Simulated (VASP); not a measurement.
# Ti4S in VASP: notebook

Runs on Ti4S. Level: PBE. Tasks: single point.

All numbers are computed with VASP 6.6.1; they aren't measurements. Logs are shortened: lines on timing, memory, paths and dates and some standing lists are left out, and cuts for length are marked.

### Step 1. The cell of the first run

The cell holds a slab with vacuum, 5 atoms: a = 3.255 Å, b = 3.255 Å, c = 20.179 Å, α = 90.00°, β = 90.00°, γ = 90.00°.

### Step 2. Single point, PBE

Contents of INCAR:

```
SYSTEM = Ti4S
PREC = Accurate
ENCUT = 520
EDIFF = 1E-6
ISMEAR = 0
SIGMA = 0.1
LREAL = .FALSE.
LASPH = .TRUE.
NELM = 80
ALGO = Normal
ISIF = 2
LWAVE = .FALSE.
LCHARG = .FALSE.
LDIPOL = .TRUE.
IDIPOL = 3
DIPOL = 0.5 0.5 0.358
GGA = PE
NBANDS = 35
```

Contents of KPOINTS:

```
Automatic mesh
0
G
  8 8 1
  0 0 0
```

Contents of POSCAR:

```
Ti4S
1.0
    3.2553359259      0.0000000000      0.0000000000
    0.0000000000      3.2553359259      0.0000000000
    0.0000000000      0.0000000000     20.1793674375
Ti S
4 1
Direct
    0.5000000000      0.5000000000      0.1982222690
    0.0000000000      0.0000000000      0.2788822782
    0.5000000000      0.5000000000      0.3551865247
    0.0000000000      0.0000000000      0.4301109767
    0.0000000000      0.2500000000      0.5288967586
```

Potentials or basis: VASP PAW PBE potentials, release 64 (Ti_sv, S).

Launch:

```sh
> cat potpaw_PBE.64/Ti_sv/POTCAR potpaw_PBE.64/S/POTCAR > POTCAR
> mpirun -np 1 vasp_std > vasp.out
```

OUTCAR:

```text
SYSTEM = Ti4S
   PREC = Accurate
   ENCUT = 520
   EDIFF = 1E-6
   ISMEAR = 0
   LREAL = .FALSE.
   LASPH = .TRUE.
   NELM = 80
   ISIF = 2
   GGA = PE

 ion  position               nearest neighbor table
   1  0.500  0.500  0.198-   2 2.82   2 2.82   2 2.82   2 2.82
   2  0.000  0.000  0.279-   3 2.77   3 2.77   3 2.77   3 2.77   1 2.82   1 2.82   1 2.82   1 2.82

   3  0.500  0.500  0.355-   4 2.75   4 2.75   4 2.75   4 2.75   2 2.77   2 2.77   2 2.77   2 2.77

   4  0.000  0.000  0.430-   5 2.15   3 2.75   3 2.75   3 2.75   3 2.75
   5  0.000  0.250  0.529-   4 2.15

  LATTYP: Found a simple tetragonal cell.
 ALAT       =     3.2553359259
 C/A-ratio  =     6.1988587036

  Lattice vectors:

 A1 = (   3.2553359259,   0.0000000000,   0.0000000000)
 A2 = (   0.0000000000,   3.2553359259,   0.0000000000)
 A3 = (   0.0000000000,   0.0000000000,  20.1793674375)

Analysis of symmetry for initial positions (statically):
=====================================================================
 Subroutine PRICEL returns:
 Original cell was already a primitive cell.

 Routine SETGRP: Setting up the symmetry group for a
 simple tetragonal supercell.

 Subroutine GETGRP returns: Found  2 space group operations
 (whereof  2 operations were pure point group operations)
 out of a pool of 16 trial point group operations.

The static configuration has the point symmetry C_1h.

Analysis of symmetry for dynamics (positions and initial velocities):
=====================================================================
 Subroutine PRICEL returns:
 Original cell was already a primitive cell.

 Routine SETGRP: Setting up the symmetry group for a
 simple tetragonal supercell.

 Subroutine GETGRP returns: Found  2 space group operations
 (whereof  2 operations were pure point group operations)
 out of a pool of 16 trial point group operations.

The dynamic configuration has the point symmetry C_1h.

 Subroutine INISYM returns: Found  2 space group operations
 (whereof  2 operations are pure point group operations),
 and found     1 'primitive' translations

----------------------------------------------------------------------------------------

                                     Primitive cell

  volume of cell :     213.8450

  direct lattice vectors                    reciprocal lattice vectors
     3.255335926  0.000000000  0.000000000     0.307187959  0.000000000  0.000000000
     0.000000000  3.255335926  0.000000000     0.000000000  0.307187959  0.000000000
     0.000000000  0.000000000 20.179367438     0.000000000  0.000000000  0.049555567

  length of vectors
     3.255335926  3.255335926 20.179367438     0.307187959  0.307187959  0.049555567

  position of ions in fractional coordinates (direct lattice)
     0.500000000  0.500000000  0.198222269
     0.000000000  0.000000000  0.278882278
     0.500000000  0.500000000  0.355186525
     0.000000000  0.000000000  0.430110977
     0.000000000  0.250000000  0.528896759

  ion indices of the primitive-cell ions
   primitive index   ion index
                 1           1
                 2           2
                 3           3
                 4           4
                 5           5

----------------------------------------------------------------------------------------

 KPOINTS: Automatic mesh

Automatic generation of k-mesh.
 Grid dimensions read from file:
 generate k-points for:    8    8    1

 Generating k-lattice:

  Cartesian coordinates                     Fractional coordinates (reciprocal lattice)
     0.038398495  0.000000000  0.000000000     0.125000000  0.000000000  0.000000000
     0.000000000  0.038398495  0.000000000     0.000000000  0.125000000  0.000000000
     0.000000000  0.000000000  0.049555567     0.000000000  0.000000000  1.000000000

  Length of vectors
     0.038398495  0.038398495  0.049555567

  Shift w.r.t. Gamma in fractional coordinates (k-lattice)
     0.000000000  0.000000000  0.000000000

 Subroutine IBZKPT returns following result:
 ===========================================

 Found     25 irreducible k-points:

 Following reciprocal coordinates:
            Coordinates               Weight
  0.000000  0.000000  0.000000      1.000000
  0.125000  0.000000  0.000000      2.000000
  0.000000  0.125000  0.000000      2.000000
  0.250000  0.000000  0.000000      2.000000
  0.000000  0.250000  0.000000      2.000000
  0.375000  0.000000  0.000000      2.000000
[... 16 lines left out ...]
  0.500000  0.375000  0.000000      2.000000
 -0.375000  0.500000  0.000000      2.000000
   k-points           NKPTS =     25   k-points in BZ     NKDIM =     25   number of bands    NBANDS=     35
   number of dos      NEDOS =    301   number of ions     NIONS =      5
   total plane-waves  NPLWV =  86400
   dimension x,y,z NGX =    24 NGY =   24 NGZ =  150
   dimension x,y,z NGXF=    48 NGYF=   48 NGZF=  300
   ions per type =               4   1
   NGX,Y,Z   is equivalent  to a cutoff of  12.26, 12.26, 12.36 a.u.
   NGXF,Y,Z  is equivalent  to a cutoff of  24.51, 24.51, 24.72 a.u.
 SYSTEM =  Ti4S
   PREC   = accura    normal or accurate (medium, high low for compatibility)
   ISTART =      0    job   : 0-new  1-cont  2-samecut
   ICHARG =      2    charge: 1-file 2-atom 10-const
   ISPIN  =      1    spin polarized calculation?
   LNONCOLLINEAR =      F non collinear calculations
   LSORBIT =      F    spin-orbit coupling
   LASPH  =      T    aspherical Exc in radial PAW
   ENCUT  =  520.0 eV  38.22 Ry    6.18 a.u.   6.05  6.05 37.52*2*pi/ulx,y,z
   NELM   =     80;   NELMIN=  2; NELMDL= -5     # of ELM steps
   EDIFF  = 0.1E-05   stopping-criterion for ELM
   LREAL  =      F    real-space projection
   EDIFFG = 0.1E-04   stopping-criterion for IOM
   NSW    =      0    number of steps for IOM
   IBRION =     -1    ionic relax: 0-MD 1-quasi-New 2-CG
   NFREE  =      0    steps in history (QN), initial steepest desc. (CG)
   ISIF   =      2    stress and relaxation
   ISYM   =      2    0-nonsym 1-usesym 2-fastsym
   POTIM  = 0.5000    time-step for ionic-motion
   TEBEG  =    0.0;   TEEND  =   0.0 temperature during run
   PSTRESS=    0.0 pullay stress
   NELECT =      54.0000    total number of electrons
   NUPDOWN=      -1.0000    fix difference up-down
   EMIN   =  10.00;   EMAX   =-10.00  energy-range for DOS
   EFERMI =   0.00;   METHOD = LEGACY
   ISMEAR =     0;   SIGMA  =   0.10  broadening in eV -4-tet -1-fermi 0-gaus
   EFERMI_NEDOS =   21; number of points for ismear=-14 and -15
   IALGO  =     38    algorithm
   IMIX   =      4    mixing-type and parameters
     AMIX     =   0.40;   BMIX     =  1.00
     AMIX_MAG =   1.60;   BMIX_MAG =  1.00
  volume/ion in A,a.u.               =      42.77       288.62
  Fermi-wavevector in a.u.,A,eV,Ry     =   1.034760  1.955413 14.568147  1.070729
  Thomas-Fermi vector in A             =   2.169071
   LORBIT       =      0    0 simple, 1 ext, 2 COOP (PROOUT), +10 PAW based schemes
   GGA     = PE    functional components
   LHFCALC =     F    Hartree Fock is set to
   AEXX    =    0.0000 exact exchange contribution
   IVDW    =     0    specifies the selected vdW correction
   LEPSILON=     F    determine dielectric tensor
   LRPA    =     F    only Hartree local field effects (RPA)
 non-spin polarized calculation
 Gauss-broadening in eV      SIGMA  =   0.10
  energy-cutoff  :      520.00
  volume of cell :      213.85
 maximum number of plane-waves:      5808
   NGX = 13   NGY = 13   NGZ = 75

 dipolmoment           0.000000      0.000000     -0.219068 electrons x Angstroem

 number of electron      54.0000021 magnetization

 dipolmoment           0.000000      0.000000      0.168535 electrons x Angstroem

 Free energy of the ion-electron system (eV)
  ---------------------------------------------------
  ext. energy  EPLUGINS =         0.00000000
  ---------------------------------------------------
  free energy    TOTEN  =       -33.80213695 eV

  energy without entropy =      -33.74809059  energy(sigma->0) =      -33.77511377

 E-fermi :   0.3520     XC(G=0):  -5.5300

 val. band max:        0.3409827811   @ k =   0.5000   0.0000   0.0000
 cond. band min:       0.3541024010   @ k =   0.5000   0.1250   0.0000
 fundamental gap:      0.0131196199
 Fermi energy:         0.3520248901

 k-point     1 :       0.0000    0.0000    0.0000
  band No.  band energies     occupation
      1     -56.7413      2.00000
      2     -56.1743      2.00000
      3     -55.9977      2.00000
      4     -55.8118      2.00000
      5     -33.1008      2.00000
      6     -32.8963      2.00000
[... 27 lines left out ...]
     34       2.0636      0.00000
     35       2.0918      0.00000

 k-point     2 :       0.1250    0.0000    0.0000
  band No.  band energies     occupation
      1     -56.7393      2.00000
      2     -56.1699      2.00000
      3     -55.9941      2.00000
      4     -55.8160      2.00000
      5     -33.1021      2.00000
      6     -32.9095      2.00000
[... 27 lines left out ...]
     34       2.0594      0.00000
     35       2.3879      0.00000

 k-point     3 :       0.0000    0.1250    0.0000
  band No.  band energies     occupation
      1     -56.7393      2.00000
      2     -56.1699      2.00000
      3     -55.9941      2.00000
      4     -55.8160      2.00000
      5     -33.1021      2.00000
      6     -32.9169      2.00000
[... 27 lines left out ...]
     34       2.0129      0.00000
     35       2.3125      0.00000
[... 723 lines left out ...]
 k-point    23 :       0.5000    0.3750    0.0000
  band No.  band energies     occupation
      1     -56.7191      2.00000
      2     -56.1352      2.00000
      3     -55.9568      2.00000
      4     -55.8384      2.00000
      5     -33.0749      2.00000
      6     -33.0137      2.00000
[... 27 lines left out ...]
     34       2.8464      0.00000
     35       2.9135      0.00000

 k-point    24 :      -0.3750    0.5000    0.0000
  band No.  band energies     occupation
      1     -56.7191      2.00000
      2     -56.1351      2.00000
      3     -55.9568      2.00000
      4     -55.8384      2.00000
      5     -33.0747      2.00000
      6     -33.0210      2.00000
[... 27 lines left out ...]
     34       2.4357      0.00000
     35       3.1253      0.00000

 [... further k-points ...]

------------------------ aborting loop because EDIFF is reached ----------------------------------------

 vacuum level on the upper side and lower side of the slab       (xc-potential included)         1.294        -1.560

  FORCE on cell =-STRESS in cart. coord.  units (eV):
  Direction    XX          YY          ZZ          XY          YZ          ZX
  --------------------------------------------------------------------------------------
  -------------------------------------------------------------------------------------
  Total       -0.0691351     -2.0304355      0.3985342      0.0000000      1.8834931      0.0000000
  in kB       -0.5179762    -15.2125006      2.9859121      0.0000000     14.1115733      0.0000000
  external PRESSURE =      -4.2481882 kB  Pullay stress =       0.0000000 kB

 VOLUME and BASIS-vectors are now :
 -----------------------------------------------------------------------------
  energy-cutoff  :      520.00
  volume of cell :      213.85
      direct lattice vectors                 reciprocal lattice vectors
     3.255335926  0.000000000  0.000000000     0.307187959  0.000000000  0.000000000
     0.000000000  3.255335926  0.000000000     0.000000000  0.307187959  0.000000000
     0.000000000  0.000000000 20.179367438     0.000000000  0.000000000  0.049555567

 POSITION                                       TOTAL-FORCE (eV/Angst)
 -----------------------------------------------------------------------------------
      1.62767      1.62767      4.00000         0.000000     -0.046055      0.595106
      0.00000      0.00000      5.62767         0.000000      0.136906     -0.570579
      1.62767      1.62767      7.16744         0.000000     -0.147331     -0.968036
      0.00000      0.00000      8.67937         0.000000     -0.878044      0.944822
      0.00000      0.81383     10.67280         0.000000      0.934524     -0.001314
 -----------------------------------------------------------------------------------
    total drift:                                0.000000     -0.000128     -0.000442

  FREE ENERGIE OF THE ION-ELECTRON SYSTEM (eV)
  ---------------------------------------------------
  free  energy   TOTEN  =       -33.8021369460 eV

  energy  without entropy=      -33.7480905853  energy(sigma->0) =      -33.77511377

 vacuum level on the upper side and lower side of the slab         6.392         3.458
```

It took 7.5 min on 1 thread of Intel Xeon 6975P-C (Granite Rapids), shared host; peak memory 0.36 GiB.

Results:

- Free energy: -33.8021 eV
- Largest force: 1.290 eV/Å
- Band gap on the k mesh: zero (bands 27 and 28 overlap by 0.73 eV)

Forces in eV/Å, atoms in the order of the input:
```
Ti   0.000 -0.046  0.595
Ti   0.000  0.137 -0.571
Ti   0.000 -0.147 -0.968
Ti   0.000 -0.878  0.945
S    0.000  0.935 -0.001
```

Levels at points of the mesh, in eV from the Fermi level:
```csv
k point,band 25,band 26,band 27,band 28,band 29,band 30
"(0.00, 0.00, 0.00)",-0.14,0.18,0.34,0.90,0.92,1.06
"(0.50, 0.00, 0.00)",-0.17,-0.13,-0.01,0.25,0.85,0.87
"(0.00, 0.50, 0.00)",-0.31,-0.17,0.03,0.36,0.70,0.84
"(0.50, 0.50, 0.00)",-0.61,-0.51,-0.36,-0.36,0.07,0.18
```

### Step 3. Single point, PBE

Contents of INCAR:

```
SYSTEM = Ti4S
PREC = Accurate
ENCUT = 520
EDIFF = 1E-6
ISMEAR = 0
SIGMA = 0.1
LREAL = .False.
LASPH = .True.
NELM = 80
ALGO = Normal
ISIF = 2
LWAVE = .False.
LCHARG = .False.
LDIPOL = .True.
IDIPOL = 3
DIPOL = 0.5 0.5 0.352
GGA = PE
NBANDS = 35
```

Contents of KPOINTS:

```
regular mesh
0
Gamma
  8 8 1
  0 0 0
```

POSCAR, as its differences from that of step 2:

```diff
@@ -12,2 +12,2 @@
     0.0000000000      0.0000000000      0.4301109767
-    0.0000000000      0.2500000000      0.5288967586
+    0.2500000000      0.5000000000      0.4954189084
```

Potentials or basis: VASP PAW PBE potentials, release 64 (Ti_sv, S).

Launch:

```sh
> cat potpaw_PBE.64/Ti_sv/POTCAR potpaw_PBE.64/S/POTCAR > POTCAR
> mpirun -np 1 vasp_std > vasp.out
```

OUTCAR:

```text
SYSTEM = Ti4S
   PREC = Accurate
   ENCUT = 520
   EDIFF = 1E-6
   ISMEAR = 0
   LREAL = .False.
   LASPH = .True.
   NELM = 80
   ISIF = 2
   GGA = PE

 ion  position               nearest neighbor table
   1  0.500  0.500  0.198-   2 2.82   2 2.82   2 2.82   2 2.82
   2  0.000  0.000  0.279-   3 2.77   3 2.77   3 2.77   3 2.77   1 2.82   1 2.82   1 2.82   1 2.82

   3  0.500  0.500  0.355-   4 2.75   4 2.75   4 2.75   4 2.75   2 2.77   2 2.77   2 2.77   2 2.77

   4  0.000  0.000  0.430-   5 2.25   5 2.25   3 2.75   3 2.75   3 2.75   3 2.75
   5  0.250  0.500  0.495-   4 2.25   4 2.25

  LATTYP: Found a simple tetragonal cell.
 ALAT       =     3.2553359259
 C/A-ratio  =     6.1988587036

  Lattice vectors:

 A1 = (   3.2553359259,   0.0000000000,   0.0000000000)
 A2 = (   0.0000000000,   3.2553359259,   0.0000000000)
 A3 = (   0.0000000000,   0.0000000000,  20.1793674375)

Analysis of symmetry for initial positions (statically):
=====================================================================
 Subroutine PRICEL returns:
 Original cell was already a primitive cell.

[... 183 lines left out ...]
 Fermi energy:         0.8162264545

 k-point     1 :       0.0000    0.0000    0.0000
  band No.  band energies     occupation
      1     -56.2103      2.00000
      2     -55.9501      2.00000
      3     -55.5079      2.00000
      4     -55.3531      2.00000
      5     -32.5564      2.00000
      6     -32.3738      2.00000
[... 901 lines left out ...]
     34       2.7869      0.00000
     35       3.2785      0.00000

 [... further k-points ...]

------------------------ aborting loop because EDIFF is reached ----------------------------------------

 vacuum level on the upper side and lower side of the slab       (xc-potential included)         0.822        -0.943

  FORCE on cell =-STRESS in cart. coord.  units (eV):
  Direction    XX          YY          ZZ          XY          YZ          ZX
  --------------------------------------------------------------------------------------
  -------------------------------------------------------------------------------------
  Total        0.9641912      2.8087243      0.0356493      0.0000000      0.0000000      2.8285269
  in kB        7.2239472     21.0436232      0.2670932      0.0000000      0.0000000     21.1919890
  external PRESSURE =       9.5115545 kB  Pullay stress =       0.0000000 kB

 VOLUME and BASIS-vectors are now :
 -----------------------------------------------------------------------------
  energy-cutoff  :      520.00
  volume of cell :      213.85
      direct lattice vectors                 reciprocal lattice vectors
     3.255335926  0.000000000  0.000000000     0.307187959  0.000000000  0.000000000
     0.000000000  3.255335926  0.000000000     0.000000000  0.307187959  0.000000000
     0.000000000  0.000000000 20.179367438     0.000000000  0.000000000  0.049555567

 POSITION                                       TOTAL-FORCE (eV/Angst)
 -----------------------------------------------------------------------------------
      1.62767      1.62767      4.00000        -0.056181      0.000000      0.534248
      0.00000      0.00000      5.62767         0.036341      0.000000     -0.640088
      1.62767      1.62767      7.16744        -0.254908      0.000000     -0.392124
      0.00000      0.00000      8.67937        -1.463919      0.000000      0.484966
      0.81383      1.62767      9.99724         1.738668      0.000000      0.012998
 -----------------------------------------------------------------------------------
    total drift:                                0.000055      0.000000     -0.000149

  FREE ENERGIE OF THE ION-ELECTRON SYSTEM (eV)
  ---------------------------------------------------
  free  energy   TOTEN  =       -35.3573446039 eV

  energy  without entropy=      -35.3114197176  energy(sigma->0) =      -35.33438216

 vacuum level on the upper side and lower side of the slab         5.707         3.876
```

OSZICAR:

```text
N       E                     dE             d eps       ncg     rms          rms(c)
DAV:   1     0.654185394435E+03    0.65419E+03   -0.28814E+04  1998   0.153E+03
DAV:   2     0.512076624986E+02   -0.60298E+03   -0.59174E+03  1849   0.482E+02
DAV:   3    -0.283999960660E+02   -0.79608E+02   -0.78227E+02  2971   0.152E+02
[... 22 lines left out ...]
DAV:  26    -0.353573344239E+02   -0.14848E-04   -0.10981E-06  1294   0.533E-03    0.342E-03
DAV:  27    -0.353573403515E+02   -0.59276E-05   -0.81200E-07  1281   0.476E-03    0.180E-03
DAV:  28    -0.353573431519E+02   -0.28004E-05   -0.37169E-07  1225   0.312E-03    0.672E-04
DAV:  29    -0.353573444136E+02   -0.12617E-05   -0.23172E-07  1238   0.235E-03    0.693E-04
DAV:  30    -0.353573446039E+02   -0.19024E-06   -0.83445E-08  1144   0.199E-03
   1 F= -.35357345E+02 E0= -.35334382E+02  d E =-.459249E-01
```

It took 6.7 min on 1 thread of Intel Xeon 6975P-C (Granite Rapids), shared host; peak memory 0.36 GiB.

What came out:

- Free energy: -35.3573 eV
- Largest force: 1.739 eV/Å
- Band gap on the k mesh: zero (bands 27 and 28 overlap by 0.96 eV)

Forces on the atoms (eV/Å):
```
Ti  -0.056  0.000  0.534
Ti   0.036  0.000 -0.640
Ti  -0.255  0.000 -0.392
Ti  -1.464  0.000  0.485
S    1.739  0.000  0.013
```

The gap in the log of VASP goes by the Fermi energy; the results here count the filled bands.